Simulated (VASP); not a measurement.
K:

```
K
1.0
     2.43796   -4.04761    0.00000
     2.43796    4.04761    0.00000
     0.00000    0.00000    7.81180
K
2
Direct
  0.82061 0.17939 0.25000
  0.17939 0.82061 0.75000
```

* Program: VASP 6.6.1
* Task: relaxation of cell and atoms
* Functional: PBE
* Dispersion: D3(BJ)
* Potentials or basis: VASP PAW PBE potentials, release 64 (K_sv)
* Cutoff: 600 eV
* k mesh: 10 × 10 × 6
* Occupations: gaussian, width 0.1 eV
* Spin: no spin polarisation

At the start: pressure -0.4 GPa; volume 77.09 Å³/atom.

Question: How do energy, volume and symmetry change on relaxing?

Answer: Over 9 steps the energy falls by 10.1 meV/atom and the volume is 68.99 Å³/atom (-10.5 %); space group Cmcm (No. 63, to 0.1 Å) before and after.

Step by step:
| step | energy change (eV) | largest force (eV/Å) | pressure (GPa) | volume (Å³) |
| --- | --- | --- | --- | --- |
| 1 | 0.0000 | 0.0018 | -0.37 | 154.17 |
| 2 | -0.0082 | 0.0019 | -0.30 | 150.24 |
| 3 | -0.0201 | 0.0024 | -0.02 | 139.03 |
| 4 | -0.0202 | 0.0024 | 0.00 | 138.24 |
| 5 | -0.0202 | 0.0024 | 0.01 | 137.93 |
| 6 | -0.0202 | 0.0028 | 0.01 | 137.94 |
| 7 | -0.0203 | 0.0037 | 0.01 | 137.96 |
| 8 | -0.0202 | 0.0060 | 0.01 | 138.00 |
| 9 | -0.0203 | 0.0048 | 0.01 | 137.97 |

Final structure:
```yaml
crystal:
  lattice:
    - [2.34393, -3.93917, 0.00000]
    - [2.34393, 3.93917, 0.00000]
    - [0.00000, 0.00000, 7.47164]
  atoms:
    - { symbol: K, position: [0.82081, 0.17919, 0.25000] }
    - { symbol: K, position: [0.17919, 0.82081, 0.75000] }
```
